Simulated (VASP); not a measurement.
Set up this calculation in VASP 6.6.1, as the native input.

```yaml
Task: single point
Functional: r2SCAN
Potentials_or_basis: VASP PAW PBE potentials, release 64 (K_sv, Cl)
Cutoff: 520 eV
k_mesh: 6 × 6 × 6
Occupations: fermi-dirac, width 0.02 eV
Spin: no spin polarisation
Dipole_correction: no
Further_INCAR_settings: ALGO = Normal; EDIFF = 1e-06; NBANDS = 15
```

KCl:

```
K Cl
1.0
     0.00000    3.14476    3.14476
     3.14476    0.00000    3.14476
     3.14476    3.14476    0.00000
K Cl
1 1
Direct
  0.00000 0.00000 0.00000
  0.50000 0.50000 0.50000
```

One way to write it, as run:

POSCAR

```
KCl
1.0
    0.0000000000      3.1447610994      3.1447610994
    3.1447610994      0.0000000000      3.1447610994
    3.1447610994      3.1447610994      0.0000000000
K Cl
1 1
Direct
    0.0000000000      0.0000000000      0.0000000000
    0.5000000000      0.5000000000      0.5000000000
```

INCAR.step1

```
ALGO = Normal ; EDIFF = 1E-4
ENCUT = 520 ; GGA = PE
ISMEAR = -1 ; LASPH = True
LCHARG = False ; LREAL = False
LWAVE = True ; NBANDS = 15
NELM = 60 ; PREC = Accurate
SIGMA = 0.02
```

INCAR.step2

```
ALGO = Normal ; EDIFF = 1E-6
ENCUT = 520 ; ISIF = 2
ISMEAR = -1 ; ISTART = 1
LASPH = True ; LCHARG = False
LMIXTAU = True ; LREAL = False
LWAVE = False ; METAGGA = R2SCAN
NBANDS = 15 ; NELM = 60
PREC = Accurate ; SIGMA = 0.02
```

KPOINTS

```
k-points
0
Gamma
  6 6 6
```

Potentials or basis: VASP PAW PBE potentials, release 64 (K_sv, Cl).

The run is started by

```console
$ cat potpaw_PBE.64/K_sv/POTCAR potpaw_PBE.64/Cl/POTCAR > POTCAR
$ cp INCAR.step1 INCAR
$ mpirun -np 1 vasp_std > vasp.out
$ cp INCAR.step2 INCAR
$ mpirun -np 1 vasp_std > vasp.out
```

Results of the run:

```json
{
 "Pressure": "0.0 GPa",
 "Band gap on the k mesh": "5.84 eV"
}
```

Caveat: the PAW data sets were made with another functional, which shifts forces and pressure a little.

Wall time 39 s on 1 thread of Intel(R) Xeon(R) 6975P-C (Granite Rapids) (shared host), peak memory 0.21 GiB.
